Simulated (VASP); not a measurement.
A run of VASP 6.6.1 is set up as follows.

Contents of POSCAR:

```
BaTiO3
1.0
    2.8368974874      1.6378835280      2.3209936158
   -2.8368974874      1.6378835280      2.3209936158
    0.0000000000     -3.2757670560      2.3209936158
Ba Ti O
1 1 3
Direct
    0.9999656897      0.9999656897      0.9999656897
    0.5077048750      0.5077048750      0.5077048750
    0.5784239299      0.5784239299      1.0726915498
    0.4922539385      0.9865215584      0.4922539385
    0.9865215584      0.4922539385      0.4922539385
```

Contents of INCAR.step1:

```
SYSTEM = BaTiO3
PREC = Accurate
ENCUT = 520
ISMEAR = 0
SIGMA = 0.05
LREAL = .FALSE.
LASPH = .TRUE.
NELM = 150
LMAXMIX = 4
LDAU = .TRUE.
LDAUTYPE = 2
LDAUL = -1 2 -1
LDAUU = 0 4 0
LDAUJ = 0 0 0
NBANDS = 28
GGA = PE
ALGO = Normal
EDIFF = 1E-4
LWAVE = .TRUE.
LCHARG = .FALSE.
```

INCAR.step2

```
SYSTEM = BaTiO3
PREC = Accurate
ENCUT = 520
EDIFF = 1E-7
ISMEAR = 0
SIGMA = 0.05
LREAL = .FALSE.
LASPH = .TRUE.
NELM = 150
ALGO = Normal
ISIF = 2
LWAVE = .FALSE.
LCHARG = .FALSE.
LMAXMIX = 4
LDAU = .TRUE.
LDAUTYPE = 2
LDAUL = -1 2 -1
LDAUU = 0 4 0
LDAUJ = 0 0 0
LDAUPRINT = 1
METAGGA = R2SCAN
LMIXTAU = .TRUE.
NBANDS = 28
ISTART = 1
```

Contents of KPOINTS:

```
Automatic mesh
0
G
  6 6 6
  0 0 0
```

Potentials or basis: VASP PAW PBE potentials, release 64 (Ba_sv, Ti_sv, O).

The run is started by

```console
$ cat potpaw_PBE.64/Ba_sv/POTCAR potpaw_PBE.64/Ti_sv/POTCAR potpaw_PBE.64/O/POTCAR > POTCAR
$ cp INCAR.step1 INCAR
$ mpirun -np 1 vasp_std > vasp.out
$ cp INCAR.step2 INCAR
$ mpirun -np 1 vasp_std > vasp.out
```

(1) Predict the pressure.

(2) Predict the band gap on the k mesh.

(3) What does it give for the largest force?

## Answers

(1) 10.7 GPa.

(2) 2.81 eV (least direct gap 3.25 eV).

(3) 5.190 eV/Å.

Caveat: the cell differs from its parent crystal (atom 3 (O) moved by (+0.000, +0.600) A along y and z); the stress differs along the axes, from 8 to 13 GPa; the PAW data sets were made with another functional, which shifts forces and pressure a little; spin-orbit coupling is left out, which moves the levels of the heavy elements.
